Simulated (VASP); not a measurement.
Set up this calculation in VASP 6.6.1, as the native input.

```
Task                   : electric field gradients
Functional             : LDA
Potentials or basis    : VASP PAW LDA potentials, release 64 (Hf_pv)
Cutoff                 : 520 eV
k mesh                 : 14 × 14 × 14
Occupations            : fermi-dirac, width 0.05 eV
Spin                   : no spin polarisation
Dipole correction      : no
Further INCAR settings : ALGO = Normal; EDIFF = 1e-08; NBANDS = 11
```

The structure of Hf lies in POSCAR:

```
Hf
1.0
   -1.7375288132      1.7375288132      1.7375288132
    1.7375288132     -1.7375288132      1.7375288132
    1.7375288132      1.7375288132     -1.7375288132
Hf
1
Direct
    0.0000000000      0.0000000000      0.0000000000
```

This cell differs from its parent crystal: volume scaled by 0.95.

The input as run:

INCAR

```
SYSTEM = Hf
ALGO     = Normal         ! electronic algorithm
EDIFF    = 1E-8           ! SCF threshold, eV
ENCUT    = 520            ! plane-wave cutoff, eV
GGA      = CA             ! functional
ISIF     = 2              ! what is computed and relaxed
ISMEAR   = -1             ! smearing method
LASPH    = .TRUE.         ! aspherical terms in the spheres
LCHARG   = .FALSE.        ! write CHGCAR
LEFG     = .TRUE.       
LREAL    = .FALSE.        ! projectors in reciprocal space
LWAVE    = .FALSE.        ! write WAVECAR
NBANDS   = 11             ! bands
NELM     = 100            ! most SCF steps
PREC     = Accurate       ! precision mode
SIGMA    = 0.05           ! smearing width, eV
```

KPOINTS

```
k-points
0
G
  14 14 14
  0 0 0
```

Potentials or basis: VASP PAW LDA potentials, release 64 (Hf_pv).

Launch:

```sh
$ cat potpaw_LDA.64/Hf_pv/POTCAR > POTCAR
$ mpirun -np 1 vasp_std > vasp.out
```

It gave:

```
Pressure               : -2.9 GPa
Band gap on the k mesh : zero (band 5 reaches 6.39 eV, above the bottom of band 6 at 4.13 eV)
```

Caveat: without QUAD_EFG the Cq values of the log hold for a quadrupole moment of 1 mb, not for the nuclei; spin-orbit coupling is left out, which moves the levels of the heavy elements.

It took 19 s on 1 thread of Intel Xeon 8259CL (shared host), peak memory 0.14 GiB.
